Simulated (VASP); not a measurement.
# MoS2 (R-3m) in VASP: single point with PBE

Aim: the single point of MoS2 with PBE.

All numbers are computed with VASP 6.6.1; they aren't measurements. Logs are shortened: lines on timing, memory, paths and dates and some standing lists are left out, and cuts for length are marked.

## Step 1: The cell of the first run

It takes space group R-3m (No. 166, trigonal). Conventional cell: a = 3.171 Å, b = 3.171 Å, c = 18.345 Å, α = 90.00°, β = 90.00°, γ = 120.00°. Within 3.2 Å of Mo (site symmetry -3m) lie 6 S at 2.39 Å and 6 Mo at 3.17 Å. S (site symmetry 3m) has 3 Mo at 2.39 Å and 6 S at 3.17 Å within 3.2 Å.

## Step 2: Single point, PBE

File INCAR:

```
PREC     = Accurate       # precision mode
ENCUT    = 520            # plane-wave cutoff, eV
EDIFF    = 1E-6           # SCF threshold, eV
ISMEAR   = 0              # smearing method
SIGMA    = 0.05           # smearing width, eV
LREAL    = Auto         
LASPH    = T              # aspherical terms in the spheres
NELM     = 100            # most SCF steps
ALGO     = Normal         # electronic algorithm
ISIF     = 2              # what is computed and relaxed
LWAVE    = F              # write WAVECAR
LCHARG   = T              # write CHGCAR
GGA      = PE             # functional
LELF     = T              # ELF
LVHAR    = T            
NBANDS   = 238            # bands
```

File KPOINTS:

```
regular mesh
0
Gamma
  2 1 1
```

File POSCAR:

```
MoS2
1.0
    6.3420000000      0.0000000000      0.0000010000
    0.0000000000     10.9846670000      0.0000000000
   -1.5855000000     -0.9153890000     12.2299930000
Mo S
16 32
Direct
    0.0000000000      0.0000000000      0.0000000000
    0.5000000000      0.0000000000      0.0000000000
    0.2500000000      0.2500000000      0.0000000000
    0.3750000000      0.1250000000      0.5000000000
    0.7500000000      0.2500000000      0.0000000000
    0.8750000000      0.1250000000      0.5000000000
    0.5000000000      0.5000000000      0.0000000000
    0.6250000000      0.3750000000      0.5000000000
    0.0000000000      0.5000000000      0.0000000000
    0.1250000000      0.3750000000      0.5000000000
    0.7500000000      0.7500000000      0.0000000000
    0.8750000000      0.6250000000      0.5000000000
    0.2500000000      0.7500000000      0.0000000000
    0.3750000000      0.6250000000      0.5000000000
    0.1250000000      0.8750000000      0.5000000000
    0.6250000000      0.8750000000      0.5000000000
    0.2812500000      0.0937500000      0.1250000000
    0.7812500000      0.0937500000      0.1250000000
    0.5312500000      0.3437500000      0.1250000000
    0.6562500000      0.2187500000      0.6250000000
    0.0312500000      0.3437500000      0.1250000000
    0.1562500000      0.2187500000      0.6250000000
    0.7812500000      0.5937500000      0.1250000000
    0.9062500000      0.4687500000      0.6250000000
    0.2812500000      0.5937500000      0.1250000000
    0.4062500000      0.4687500000      0.6250000000
    0.0312500000      0.8437500000      0.1250000000
    0.1562500000      0.7187500000      0.6250000000
    0.5312500000      0.8437500000      0.1250000000
    0.6562500000      0.7187500000      0.6250000000
    0.4062500000      0.9687500000      0.6250000000
    0.9062500000      0.9687500000      0.6250000000
    0.0937500000      0.0312500000      0.3750000000
    0.5937500000      0.0312500000      0.3750000000
    0.3437500000      0.2812500000      0.3750000000
    0.4687500000      0.1562500000      0.8750000000
    0.8437500000      0.2812500000      0.3750000000
    0.9687500000      0.1562500000      0.8750000000
    0.5937500000      0.5312500000      0.3750000000
    0.7187500000      0.4062500000      0.8750000000
    0.0937500000      0.5312500000      0.3750000000
    0.2187500000      0.4062500000      0.8750000000
    0.8437500000      0.7812500000      0.3750000000
    0.9687500000      0.6562500000      0.8750000000
    0.3437500000      0.7812500000      0.3750000000
    0.4687500000      0.6562500000      0.8750000000
    0.2187500000      0.9062500000      0.8750000000
    0.7187500000      0.9062500000      0.8750000000
```

Potentials or basis: VASP PAW PBE potentials, release 64 (Mo_sv, S).

The run is started by

```console
cat potpaw_PBE.64/Mo_sv/POTCAR potpaw_PBE.64/S/POTCAR > POTCAR
mpirun -np 1 vasp_std > vasp.out
```

OUTCAR:

```text
PREC = Accurate
   ENCUT = 520
   EDIFF = 1E-6
   ISMEAR = 0
   LREAL = Auto
   LASPH = T
   NELM = 100
   ISIF = 2
   GGA = PE

 ion  position               nearest neighbor table
   1  0.000  0.000  0.000-  18 2.39  47 2.39  38 2.39  27 2.39  17 2.39  48 2.39   2 3.17   2 3.17
                            13 3.17   3 3.17   5 3.17  11 3.17
   2  0.500  0.000  0.000-  17 2.39  48 2.39  36 2.39  29 2.39  47 2.39  18 2.39   1 3.17   1 3.17
                            13 3.17   3 3.17   5 3.17  11 3.17
   3  0.250  0.250  0.000-  21 2.39  36 2.39  17 2.39  42 2.39  38 2.39  19 2.39   5 3.17   5 3.17
                             9 3.17   2 3.17   1 3.17   7 3.17
   4  0.375  0.125  0.500-  22 2.39  34 2.39  31 2.39  35 2.39  20 2.39  33 2.39   6 3.17   6 3.17
                            16 3.17   8 3.17  10 3.17  15 3.17
   5  0.750  0.250  0.000-  19 2.39  38 2.39  18 2.39  40 2.39  21 2.39  36 2.39   3 3.17   3 3.17
                             9 3.17   2 3.17   1 3.17   7 3.17
   6  0.875  0.125  0.500-  20 2.39  33 2.39  32 2.39  37 2.39  34 2.39  22 2.39   4 3.17   4 3.17
                            16 3.17   8 3.17  10 3.17  15 3.17
   7  0.500  0.500  0.000-  25 2.39  40 2.39  19 2.39  46 2.39  42 2.39  23 2.39   9 3.17   9 3.17
                            13 3.17   5 3.17   3 3.17  11 3.17
   8  0.625  0.375  0.500-  26 2.39  37 2.39  20 2.39  39 2.39  24 2.39  35 2.39  10 3.17  10 3.17
                            14 3.17   6 3.17   4 3.17  12 3.17
   9  0.000  0.500  0.000-  23 2.39  42 2.39  21 2.39  44 2.39  25 2.39  40 2.39   7 3.17   7 3.17
[... 45 lines left out ...]
  47  0.219  0.906  0.875-   1 2.39  13 2.39   2 2.39
  48  0.719  0.906  0.875-   2 2.39  11 2.39   1 2.39

  LATTYP: Found a triclinic cell.
 ALAT       =     6.3420000000
 B/A-ratio  =     2.6080854835
 C/A-ratio  =     3.3618607594
 COS(alpha) =     0.0510823850
 COS(beta)  =     0.6692721255
 COS(gamma) =     0.6709903932

  Lattice vectors:

 A1 = (   6.3420000000,   0.0000000000,   0.0000010000)
 A2 = (  11.0985000000,  -0.9153890000,  12.2299950000)
 A3 = (  14.2695000000, -10.0692780000, -12.2299910000)

Analysis of symmetry for initial positions (statically):
=====================================================================
 Subroutine PRICEL returns following result:

  LATTYP: Found a trigonal (rhomboedric) cell.
 ALAT       =     6.3831756479
 COS(alpha) =     0.8766074431

  Lattice vectors:

 A1 = (  -0.0000000000,   1.8307778750,  -6.1149966250)
 A2 = (   1.5855000000,  -0.9153888750,  -6.1149963750)
 A3 = (  -1.5855000000,  -0.9153888750,  -6.1149968750)

  16 primitive cells build up your supercell.

 Routine SETGRP: Setting up the symmetry group for a
 triclinic supercell.

 Subroutine GETGRP returns: Found  2 space group operations
 (whereof  2 operations were pure point group operations)
 out of a pool of  2 trial point group operations.

The static configuration has the point symmetry S_2 .

Analysis of symmetry for dynamics (positions and initial velocities):
=====================================================================
 Subroutine PRICEL returns following result:

  LATTYP: Found a trigonal (rhomboedric) cell.
 ALAT       =     6.3831756479
 COS(alpha) =     0.8766074431

  Lattice vectors:

 A1 = (  -0.0000000000,   1.8307778750,  -6.1149966250)
 A2 = (   1.5855000000,  -0.9153888750,  -6.1149963750)
 A3 = (  -1.5855000000,  -0.9153888750,  -6.1149968750)

  16 primitive cells build up your supercell.

 Routine SETGRP: Setting up the symmetry group for a
 triclinic supercell.

 Subroutine GETGRP returns: Found  2 space group operations
 (whereof  2 operations were pure point group operations)
 out of a pool of  2 trial point group operations.

The dynamic configuration has the point symmetry S_2 .

 Subroutine INISYM returns: Found  2 space group operations
 (whereof  2 operations are pure point group operations),
 and found    16 'primitive' translations

----------------------------------------------------------------------------------------
[... 25 lines left out ...]

 KPOINTS: regular mesh

Automatic generation of k-mesh.
 Grid dimensions read from file:
 generate k-points for:    2    1    1

 Generating k-lattice:

  Cartesian coordinates                     Fractional coordinates (reciprocal lattice)
     0.078839481  0.000000000  0.010220774     0.500000000  0.000000000 -0.000000000
    -0.000000001  0.091035987  0.006813850     0.000000000  1.000000000  0.000000000
    -0.000000013  0.000000000  0.081766194     0.000000000  0.000000000  1.000000000

  Length of vectors
     0.079499233  0.091290632  0.081766194

  Shift w.r.t. Gamma in fractional coordinates (k-lattice)
     0.000000000  0.000000000  0.000000000

 Subroutine IBZKPT returns following result:
 ===========================================

 Found      2 irreducible k-points:

 Following reciprocal coordinates:
            Coordinates               Weight
  0.000000  0.000000  0.000000      1.000000
  0.500000  0.000000 -0.000000      1.000000
   k-points           NKPTS =      2   k-points in BZ     NKDIM =      2   number of bands    NBANDS=    238
   number of dos      NEDOS =    301   number of ions     NIONS =     48
   total plane-waves  NPLWV = 387072
   dimension x,y,z NGX =    48 NGY =   84 NGZ =   96
   dimension x,y,z NGXF=    96 NGYF=  168 NGZF=  192
   ions per type =              16  32
   NGX,Y,Z   is equivalent  to a cutoff of  12.58, 12.71, 12.91 a.u.
   NGXF,Y,Z  is equivalent  to a cutoff of  25.16, 25.43, 25.81 a.u.
 SYSTEM =  unknown system
   PREC   = accura    normal or accurate (medium, high low for compatibility)
   ISTART =      0    job   : 0-new  1-cont  2-samecut
   ICHARG =      2    charge: 1-file 2-atom 10-const
   ISPIN  =      1    spin polarized calculation?
   LNONCOLLINEAR =      F non collinear calculations
   LSORBIT =      F    spin-orbit coupling
   LASPH  =      T    aspherical Exc in radial PAW
   ENCUT  =  520.0 eV  38.22 Ry    6.18 a.u.  11.79 20.42 22.99*2*pi/ulx,y,z
   NELM   =    100;   NELMIN=  2; NELMDL= -5     # of ELM steps
   EDIFF  = 0.1E-05   stopping-criterion for ELM
   LREAL  =      T    real-space projection
   EDIFFG = 0.1E-04   stopping-criterion for IOM
   NSW    =      0    number of steps for IOM
   IBRION =     -1    ionic relax: 0-MD 1-quasi-New 2-CG
   NFREE  =      0    steps in history (QN), initial steepest desc. (CG)
   ISIF   =      2    stress and relaxation
   ISYM   =      2    0-nonsym 1-usesym 2-fastsym
   POTIM  = 0.5000    time-step for ionic-motion
   TEBEG  =    0.0;   TEEND  =   0.0 temperature during run
   PSTRESS=    0.0 pullay stress
   NELECT =     416.0000    total number of electrons
   NUPDOWN=      -1.0000    fix difference up-down
   EMIN   =  10.00;   EMAX   =-10.00  energy-range for DOS
   EFERMI =   0.00;   METHOD = LEGACY
   ISMEAR =     0;   SIGMA  =   0.05  broadening in eV -4-tet -1-fermi 0-gaus
   EFERMI_NEDOS =   21; number of points for ismear=-14 and -15
   IALGO  =     38    algorithm
   IMIX   =      4    mixing-type and parameters
     AMIX     =   0.40;   BMIX     =  1.00
     AMIX_MAG =   1.60;   BMIX_MAG =  1.00
  volume/ion in A,a.u.               =      17.75       119.78
  Fermi-wavevector in a.u.,A,eV,Ry     =   1.289118  2.436081 22.610521  1.661826
  Thomas-Fermi vector in A             =   2.421031
   LORBIT       =      0    0 simple, 1 ext, 2 COOP (PROOUT), +10 PAW based schemes
   GGA     = PE    functional components
   LHFCALC =     F    Hartree Fock is set to
   AEXX    =    0.0000 exact exchange contribution
   IVDW    =     0    specifies the selected vdW correction
   LEPSILON=     F    determine dielectric tensor
   LRPA    =     F    only Hartree local field effects (RPA)
 non-spin polarized calculation
 Gauss-broadening in eV      SIGMA  =   0.05
  energy-cutoff  :      520.00
  volume of cell :      852.00
 maximum number of plane-waves:     22952
 NGX is ok and might be reduce to    48
   NGX = 23   NGY = 41   NGZ = 45

 number of electron     416.0000000 magnetization

 Free energy of the ion-electron system (eV)
  ---------------------------------------------------
  ext. energy  EPLUGINS =         0.00000000
  ---------------------------------------------------
  free energy    TOTEN  =      -333.28500710 eV

  energy without entropy =     -333.21303036  energy(sigma->0) =     -333.24901873

 E-fermi :   7.7267     XC(G=0): -10.8169

 val. band max:        7.6768102735   @ k =   0.0000   0.0000   0.0000
 cond. band min:       7.7286992810   @ k =   0.0000   0.0000   0.0000
 fundamental gap:      0.0518890076
 Fermi energy:         7.7266860423

 k-point     1 :       0.0000    0.0000    0.0000
  band No.  band energies     occupation
      1     -54.0189      2.00000
      2     -54.0189      2.00000
      3     -53.9988      2.00000
      4     -53.9988      2.00000
      5     -53.9988      2.00000
      6     -53.9988      2.00000
[... 212 lines left out ...]
    219       8.5549      0.00000
    220       8.5549      0.00000

 k-point     2 :       0.5000    0.0000   -0.0000
  band No.  band energies     occupation
      1     -54.0029      2.00000
      2     -54.0029      2.00000
      3     -54.0029      2.00000
      4     -54.0029      2.00000
      5     -53.9887      2.00000
      6     -53.9887      2.00000
[... 212 lines left out ...]
    219       8.3974      0.00000
    220       8.3974      0.00000
 [bands above 220 left out]

------------------------ aborting loop because EDIFF is reached ----------------------------------------

  FORCE on cell =-STRESS in cart. coord.  units (eV):
  Direction    XX          YY          ZZ          XY          YZ          ZX
  --------------------------------------------------------------------------------------
  -------------------------------------------------------------------------------------
  Total       50.1401052     40.8365449     46.8216761     -1.2691642     -2.8857085     -1.7074483
  in kB       94.2880105     76.7927502     88.0477348     -2.3866518     -5.4265486     -3.2108409
  external PRESSURE =      86.3761652 kB  Pullay stress =       0.0000000 kB

 VOLUME and BASIS-vectors are now :
 -----------------------------------------------------------------------------
  energy-cutoff  :      520.00
  volume of cell :      852.00
      direct lattice vectors                 reciprocal lattice vectors
     6.342000000  0.000000000  0.000001000     0.157678962  0.000000000  0.020441548
     0.000000000 10.984667000  0.000000000    -0.000000001  0.091035987  0.006813850
    -1.585500000 -0.915389000 12.229993000    -0.000000013  0.000000000  0.081766194

 POSITION                                       TOTAL-FORCE (eV/Angst)
 -----------------------------------------------------------------------------------
      0.00000      0.00000      0.00000        -0.000000     -0.000000     -0.000000
      3.17100      0.00000      0.00000        -0.000000     -0.000000     -0.000000
      1.58550      2.74617      0.00000        -0.000000     -0.000000     -0.000000
      1.58550      0.91539      6.11500        -0.000000     -0.000000     -0.000000
      4.75650      2.74617      0.00000        -0.000000     -0.000000     -0.000000
      4.75650      0.91539      6.11500        -0.000000     -0.000000     -0.000000
[... 40 lines left out ...]
      0.00000      9.15389     10.70124         0.022472      0.054936     -0.784560
      3.17100      9.15389     10.70124         0.022472      0.054936     -0.784560
 -----------------------------------------------------------------------------------
    total drift:                                0.000000     -0.000000      0.000000

  FREE ENERGIE OF THE ION-ELECTRON SYSTEM (eV)
  ---------------------------------------------------
  free  energy   TOTEN  =      -333.2850071048 eV

  energy  without entropy=     -333.2130303592  energy(sigma->0) =     -333.24901873
```

Run time: 7.8 min. Hardware: 1 thread of Intel Xeon 6975P-C (Granite Rapids), shared host; peak memory 0.87 GiB.

Results:

| Item | Value |
| --- | --- |
| Free energy | -333.2850 eV |
| Pressure | 8.6 GPa |
| Largest force | 0.787 eV/Å |
| Band gap on the k mesh | zero (bands 208 and 209 overlap by 0.08 eV) |

Forces in eV/Å, atoms in the order of the input:
```
Mo   0.000  0.000  0.000
Mo   0.000  0.000  0.000
Mo   0.000  0.000  0.000
Mo   0.000  0.000  0.000
Mo   0.000  0.000  0.000
Mo   0.000  0.000  0.000
Mo   0.000  0.000  0.000
Mo   0.000  0.000  0.000
Mo   0.000  0.000  0.000
Mo   0.000  0.000  0.000
Mo   0.000  0.000  0.000
Mo   0.000  0.000  0.000
Mo   0.000  0.000  0.000
Mo   0.000  0.000  0.000
Mo   0.000  0.000  0.000
Mo   0.000  0.000  0.000
S   -0.022 -0.055  0.785
S   -0.022 -0.055  0.785
S   -0.022 -0.055  0.785
S   -0.022 -0.055  0.785
S   -0.022 -0.055  0.785
S   -0.022 -0.055  0.785
S   -0.022 -0.055  0.785
S   -0.022 -0.055  0.785
S   -0.022 -0.055  0.785
S   -0.022 -0.055  0.785
S   -0.022 -0.055  0.785
S   -0.022 -0.055  0.785
S   -0.022 -0.055  0.785
S   -0.022 -0.055  0.785
S   -0.022 -0.055  0.785
S   -0.022 -0.055  0.785
S    0.022  0.055 -0.785
S    0.022  0.055 -0.785
S    0.022  0.055 -0.785
S    0.022  0.055 -0.785
S    0.022  0.055 -0.785
S    0.022  0.055 -0.785
S    0.022  0.055 -0.785
S    0.022  0.055 -0.785
S    0.022  0.055 -0.785
S    0.022  0.055 -0.785
S    0.022  0.055 -0.785
S    0.022  0.055 -0.785
S    0.022  0.055 -0.785
S    0.022  0.055 -0.785
S    0.022  0.055 -0.785
S    0.022  0.055 -0.785
```

Levels at points of the mesh, in eV from the Fermi level:
| k point | band 203 | band 204 | band 205 | band 206 | band 207 | band 208 | band 209 | band 210 | band 211 | band 212 |
| --- | --- | --- | --- | --- | --- | --- | --- | --- | --- | --- |
| (0.00, 0.00, 0.00) | -0.96 | -0.27 | -0.27 | -0.17 | -0.16 | -0.05 | -0.05 | 0.00 | 0.03 | 0.03 |
| (0.50, 0.00, 0.00) | -0.62 | -0.62 | -0.06 | -0.06 | 0.03 | 0.03 | 0.15 | 0.15 | 0.22 | 0.22 |

Caveat: the k points lie up to 0.57 Å⁻¹ apart; this functional lacks dispersion, which binds the layers, so the pressure and a relaxed spacing across them are unreliable.
